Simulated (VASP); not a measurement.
# Ru (P6/mmm) in VASP: a series of runs

The runs below take Ru through single point, with PBE.

Program: VASP 6.6.1. These are calculated values, not measurements. Logs are shortened: lines on timing, memory, paths and dates and some standing lists are left out, and cuts for length are marked.

## 1. The cell of the first run

It takes space group P6/mmm (No. 191, hexagonal). The conventional cell has a = 2.298 Å, b = 2.298 Å, c = 2.138 Å, α = 90.00°, β = 90.00°, γ = 120.00°. Within 2.8 Å of Ru (site symmetry 6/mmm) lie 8 Ru at 2.14 to 2.30 Å.

## 2. Single point, PBE (volume scaled by 0.65)

Input file INCAR:

```
ALGO = Normal ; EDIFF = 1E-7
ENCUT = 520 ; GGA = PE
ISIF = 2 ; ISMEAR = -1
LASPH = True ; LCHARG = True
LELF = True ; LREAL = False
LVHAR = True ; LWAVE = False
NBANDS = 13 ; NELM = 60
PREC = Accurate ; SIGMA = 0.05
```

Input file KPOINTS:

```
k-points
0
Gamma
  17 17 15
```

Input file POSCAR:

```
Ru
1.0
    2.2980451361      0.0000000000      0.0000000000
   -1.1490225680      1.9901654669      0.0000000000
    0.0000000000      0.0000000000      2.1376341607
Ru
1
Direct
    0.0000000000      0.0000000000      0.0000000000
```

Potentials or basis: VASP PAW PBE potentials, release 64 (Ru_pv).

The run is started by

```sh
$ cat potpaw_PBE.64/Ru_pv/POTCAR > POTCAR
$ mpirun -np 1 vasp_std > vasp.out
```

OUTCAR:

```text
EDIFF = 1E-7
   ENCUT = 520
   GGA = PE
   ISIF = 2
   ISMEAR = -1
   LASPH = True
   LREAL = False
   NELM = 60
   PREC = Accurate

 ion  position               nearest neighbor table
   1  0.000  0.000  0.000-

  LATTYP: Found a hexagonal cell.
 ALAT       =     2.2980451361
 C/A-ratio  =     0.9301967690

  Lattice vectors:

 A1 = (   2.2980451361,   0.0000000000,   0.0000000000)
 A2 = (  -1.1490225680,   1.9901654669,   0.0000000000)
 A3 = (   0.0000000000,   0.0000000000,   2.1376341607)

Analysis of symmetry for initial positions (statically):
=====================================================================
 Subroutine PRICEL returns:
 Original cell was already a primitive cell.

 Routine SETGRP: Setting up the symmetry group for a
 hexagonal supercell.

 Subroutine GETGRP returns: Found 24 space group operations
 (whereof 24 operations were pure point group operations)
 out of a pool of 24 trial point group operations.

The static configuration has the point symmetry D_6h.

Analysis of symmetry for dynamics (positions and initial velocities):
=====================================================================
 Subroutine PRICEL returns:
 Original cell was already a primitive cell.

 Routine SETGRP: Setting up the symmetry group for a
 hexagonal supercell.

 Subroutine GETGRP returns: Found 24 space group operations
 (whereof 24 operations were pure point group operations)
 out of a pool of 24 trial point group operations.

The dynamic configuration has the point symmetry D_6h.

 Subroutine INISYM returns: Found 24 space group operations
 (whereof 24 operations are pure point group operations),
 and found     1 'primitive' translations

----------------------------------------------------------------------------------------

                                     Primitive cell

  volume of cell :       9.7764

  direct lattice vectors                    reciprocal lattice vectors
     2.298045136  0.000000000  0.000000000     0.435152463  0.251235391  0.000000000
    -1.149022568  1.990165467  0.000000000     0.000000000  0.502470783  0.000000000
     0.000000000  0.000000000  2.137634161     0.000000000  0.000000000  0.467806895

  length of vectors
     2.298045136  2.298045136  2.137634161     0.502470783  0.502470783  0.467806895

  position of ions in fractional coordinates (direct lattice)
     0.000000000  0.000000000  0.000000000

[... 81 lines left out ...]
   ISIF   =      2    stress and relaxation
   ISYM   =      2    0-nonsym 1-usesym 2-fastsym
   POTIM  = 0.5000    time-step for ionic-motion
   TEBEG  =    0.0;   TEEND  =   0.0 temperature during run
   PSTRESS=    0.0 pullay stress
   NELECT =      14.0000    total number of electrons
   NUPDOWN=      -1.0000    fix difference up-down
   EMIN   =  10.00;   EMAX   =-10.00  energy-range for DOS
   EFERMI =   0.00;   METHOD = LEGACY
   ISMEAR =    -1;   SIGMA  =   0.05  broadening in eV -4-tet -1-fermi 0-gaus
   EFERMI_NEDOS =   21; number of points for ismear=-14 and -15
   IALGO  =     38    algorithm
   IMIX   =      4    mixing-type and parameters
     AMIX     =   0.40;   BMIX     =  1.00
     AMIX_MAG =   1.60;   BMIX_MAG =  1.00
  volume/ion in A,a.u.               =       9.78        65.97
  Fermi-wavevector in a.u.,A,eV,Ry     =   1.845258  3.487032 46.327534  3.404978
  Thomas-Fermi vector in A             =   2.896560
   LORBIT       =      0    0 simple, 1 ext, 2 COOP (PROOUT), +10 PAW based schemes
   GGA     = PE    functional components
   LHFCALC =     F    Hartree Fock is set to
   AEXX    =    0.0000 exact exchange contribution
   IVDW    =     0    specifies the selected vdW correction
   LEPSILON=     F    determine dielectric tensor
   LRPA    =     F    only Hartree local field effects (RPA)
 non-spin polarized calculation
  energy-cutoff  :      520.00
  volume of cell :        9.78
 maximum number of plane-waves:       284
 NGX is ok and might be reduce to    18

 number of electron      13.9999997 magnetization

 Free energy of the ion-electron system (eV)
  ---------------------------------------------------
  ext. energy  EPLUGINS =         0.00000000
  ---------------------------------------------------
  free energy    TOTEN  =        -5.19547417 eV

  energy without entropy =       -5.19044050  energy(sigma->0) =       -5.19295733

 E-fermi :  20.0077     XC(G=0): -16.1348

 val. band max:       20.0015374405   @ k =   0.3529  -0.0000   0.2000
 cond. band min:      20.0252113522   @ k =   0.2353   0.1176   0.2667
 fundamental gap:      0.0236739118
 Fermi energy:        20.0077063825

 k-point     1 :       0.0000    0.0000    0.0000
  band No.  band energies     occupation
      1     -22.4883      2.00000
      2     -22.4883      2.00000
      3     -22.2760      2.00000
      4      10.1334      2.00000
      5      10.5448      2.00000
      6      15.5823      2.00000
      7      15.5823      2.00000
      8      23.6281      0.00000
      9      23.6281      0.00000
     10      30.6700      0.00000
     11      34.2238      0.00000
     12      40.7143      0.00000
     13      47.1019      0.00000
[... 354 lines left out ...]
  band No.  band energies     occupation
      1     -24.6651      2.00000
      2     -23.2645      2.00000
      3     -22.0019      2.00000
      4      12.0591      2.00000
      5      13.0636      2.00000
      6      14.2293      2.00000
      7      20.1913      0.04964
      8      21.5794      0.00000
      9      22.4671      0.00000
     10      30.6697      0.00000
     11      37.8167      0.00000
     12      37.9093      0.00000
     13      46.4395      0.00000

 [... further k-points ...]

------------------------ aborting loop because EDIFF is reached ----------------------------------------

  FORCE on cell =-STRESS in cart. coord.  units (eV):
  Direction    XX          YY          ZZ          XY          YZ          ZX
  --------------------------------------------------------------------------------------
  -------------------------------------------------------------------------------------
  Total       17.6118783     17.6118783     17.8084172      0.0000000      0.0000000     -0.0000000
  in kB     2886.2579047   2886.2579047   2918.4669738      0.0000001      0.0000000     -0.0000000
  external PRESSURE =    2896.9942611 kB  Pullay stress =       0.0000000 kB

 VOLUME and BASIS-vectors are now :
 -----------------------------------------------------------------------------
  energy-cutoff  :      520.00
  volume of cell :        9.78
      direct lattice vectors                 reciprocal lattice vectors
     2.298045136  0.000000000  0.000000000     0.435152463  0.251235391  0.000000000
    -1.149022568  1.990165467  0.000000000     0.000000000  0.502470783  0.000000000
     0.000000000  0.000000000  2.137634161     0.000000000  0.000000000  0.467806895

 POSITION                                       TOTAL-FORCE (eV/Angst)
 -----------------------------------------------------------------------------------
      0.00000      0.00000      0.00000        -0.000000      0.000000      0.000000
 -----------------------------------------------------------------------------------
    total drift:                               -0.000000      0.000000      0.000000

  FREE ENERGIE OF THE ION-ELECTRON SYSTEM (eV)
  ---------------------------------------------------
  free  energy   TOTEN  =        -5.1954741652 eV

  energy  without entropy=       -5.1904405039  energy(sigma->0) =       -5.19295733
```

stdout:

```text
POSCAR found type information on POSCAR Ru
 POSCAR found :  1 types and       1 ions
 scaLAPACK will be used
 LDA part: xc-table for (Slater+PW92), standard interpolation
 POSCAR, INCAR and KPOINTS ok, starting setup
 FFT: planning ... GRIDC
 FFT: planning ... GRID_SOFT
 FFT: planning ... GRID
 WAVECAR not read
 entering main loop
```

Wall time 16 s (1 thread of Intel Xeon Platinum 8488C (Sapphire Rapids), shared host); peak memory 0.15 GiB.

What came out:

```
Free energy            : -5.1955 eV
Pressure               : 289.7 GPa
Band gap on the k mesh : zero (band 7 reaches 24.47 eV, above the bottom of band 8 at 17.97 eV)
```

Levels at points of the mesh, in eV from the Fermi level:
```
           k point  band 3  band 4  band 5  band 6  band 7  band 8  band 9  band 10  band 11  band 12
(0.00, 0.00, 0.00)  -42.28   -9.87   -9.46   -4.43   -4.43    3.62    3.62    10.66    14.22    20.71
```

Caveat: the cell differs from its parent crystal (volume scaled by 0.65).

## 3. Single point, PBE

This run uses another cell than the first one, of 11.28 Å³/atom, 1.154 times its volume.

Input file INCAR:

```
  PREC = Accurate
  ENCUT = 520
  EDIFF = 1E-6
  ISMEAR = -1
  SIGMA = 0.05
  LREAL = F
  LASPH = T
  NELM = 60
  ALGO = Normal
  ISIF = 2
  LWAVE = F
  LCHARG = F
  GGA = PE
  NBANDS = 13
```

Input file KPOINTS:

```
regular mesh
0
Gamma
  17 17 15
```

Input file POSCAR:

```
Ru
1.0
    2.4119490111      0.0000000000      0.0000000000
   -1.2059745056      2.0888091163      0.0000000000
    0.0000000000      0.0000000000      2.2390415440
Ru
1
Direct
    0.0000000000      0.0000000000      0.0000000000
```

Potentials or basis: VASP PAW PBE potentials, release 64 (Ru_pv).

The run is started by

```sh
$ cat potpaw_PBE.64/Ru_pv/POTCAR > POTCAR
$ mpirun -np 1 vasp_std > vasp.out
```

OUTCAR:

```text
PREC = Accurate
   ENCUT = 520
   EDIFF = 1E-6
   ISMEAR = -1
   LREAL = F
   LASPH = T
   NELM = 60
   ISIF = 2
   GGA = PE

 ion  position               nearest neighbor table
   1  0.000  0.000  0.000-

  LATTYP: Found a hexagonal cell.
 ALAT       =     2.4119490111
 C/A-ratio  =     0.9283121383

  Lattice vectors:

 A1 = (   2.4119490111,   0.0000000000,   0.0000000000)
 A2 = (  -1.2059745056,   2.0888091163,   0.0000000000)
[... 562 lines left out ...]
     12      33.2981      0.00000
     13      41.3832      0.00000

 [... further k-points ...]

------------------------ aborting loop because EDIFF is reached ----------------------------------------

  FORCE on cell =-STRESS in cart. coord.  units (eV):
  Direction    XX          YY          ZZ          XY          YZ          ZX
  --------------------------------------------------------------------------------------
  -------------------------------------------------------------------------------------
  Total        9.8180990      9.8180990      9.8883597     -0.0000000      0.0000000      0.0000000
  in kB     1394.4693097   1394.4693098   1404.4484701     -0.0000000      0.0000000      0.0000000
  external PRESSURE =    1397.7956965 kB  Pullay stress =       0.0000000 kB

 VOLUME and BASIS-vectors are now :
 -----------------------------------------------------------------------------
  energy-cutoff  :      520.00
  volume of cell :       11.28
      direct lattice vectors                 reciprocal lattice vectors
     2.411949011  0.000000000  0.000000000     0.414602463  0.239370843  0.000000000
    -1.205974506  2.088809116  0.000000000     0.000000000  0.478741687  0.000000000
     0.000000000  0.000000000  2.239041544     0.000000000  0.000000000  0.446619672

 POSITION                                       TOTAL-FORCE (eV/Angst)
 -----------------------------------------------------------------------------------
      0.00000      0.00000      0.00000        -0.000000      0.000000      0.000000
 -----------------------------------------------------------------------------------
    total drift:                               -0.000000     -0.000000      0.000000

  FREE ENERGIE OF THE ION-ELECTRON SYSTEM (eV)
  ---------------------------------------------------
  free  energy   TOTEN  =        -7.1386068797 eV

  energy  without entropy=       -7.1308849329  energy(sigma->0) =       -7.13474591
```

OSZICAR:

```text
N       E                     dE             d eps       ncg     rms          rms(c)
DAV:   1     0.107625960856E+03    0.10763E+03   -0.84134E+03  6917   0.118E+03
DAV:   2    -0.625849496333E+01   -0.11388E+03   -0.10921E+03  7449   0.333E+02
DAV:   3    -0.744367914738E+01   -0.11852E+01   -0.11816E+01  8009   0.372E+01
DAV:   4    -0.744688196983E+01   -0.32028E-02   -0.32027E-02  7689   0.206E+00
DAV:   5    -0.744690028249E+01   -0.18313E-04   -0.18316E-04  7899   0.141E-01    0.224E+01
DAV:   6    -0.718294877121E+01    0.26395E+00   -0.29635E-01  6974   0.745E+00    0.106E+01
DAV:   7    -0.714131182455E+01    0.41637E-01   -0.67428E-02  7569   0.337E+00    0.201E+00
DAV:   8    -0.713870476167E+01    0.26071E-02   -0.76594E-03  7204   0.121E+00    0.251E-01
DAV:   9    -0.713860772558E+01    0.97036E-04   -0.53097E-05  7864   0.101E-01    0.206E-02
DAV:  10    -0.713860687970E+01    0.84588E-06   -0.31460E-06  7654   0.202E-02
   1 F= -.71386069E+01 E0= -.71347459E+01  d E =-.772195E-02
```

stdout:

```text
POSCAR found type information on POSCAR Ru
 POSCAR found :  1 types and       1 ions
 scaLAPACK will be used
 LDA part: xc-table for (Slater+PW92), standard interpolation
 POSCAR, INCAR and KPOINTS ok, starting setup
 FFT: planning ... GRIDC
 FFT: planning ... GRID_SOFT
 FFT: planning ... GRID
 WAVECAR not read
 entering main loop
```

Run time: 14 s. Hardware: 1 thread of Intel Xeon Platinum 8488C (Sapphire Rapids), shared host; peak memory 0.14 GiB.

Results:

```
Free energy            : -7.1386 eV
Pressure               : 139.8 GPa
Band gap on the k mesh : zero (band 7 reaches 20.29 eV, above the bottom of band 8 at 15.06 eV)
```

Stress tensor (GPa, compression positive):
```
139.45   0.00   0.00
  0.00 139.45   0.00
  0.00   0.00 140.44
```

## 4. Single point, PBE

Input file INCAR:

```
SYSTEM = Ru
  ALGO = Normal
  EDIFF = 1E-6
  ENCUT = 520
  GGA = PE
  ISIF = 2
  ISMEAR = -1
  LASPH = .TRUE.
  LCHARG = .FALSE.
  LREAL = .FALSE.
  LWAVE = .FALSE.
  NBANDS = 13
  NELM = 80
  PREC = Accurate
  SIGMA = 0.05
```

Input file KPOINTS:

```
k-points
0
G
  17 17 15
  0 0 0
```

POSCAR is that of step 3.

The run is started by

```sh
$ cat potpaw_PBE.64/Ru_pv/POTCAR > POTCAR
$ mpirun -np 1 vasp_std > vasp.out
```

It took 14 s on 1 thread of Intel Xeon Platinum 8488C (Sapphire Rapids), shared host; peak memory 0.15 GiB.

Results (log left out):

* Free energy: -7.1386 eV
* Pressure: 139.8 GPa
* Band gap on the k mesh: zero (band 7 reaches 20.29 eV, above the bottom of band 8 at 15.06 eV)

Stress tensor (GPa, compression positive):
```
139.45   0.00   0.00
  0.00 139.45   0.00
  0.00   0.00 140.44
```

Levels at points of the mesh, in eV from the Fermi level:
```csv
k point,band 3,band 4,band 5,band 6,band 7,band 8,band 9,band 10,band 11,band 12
"(0.00, 0.00, 0.00)",-42.27,-9.03,-7.91,-3.52,-3.52,2.95,2.95,10.74,14.76,19.54
```
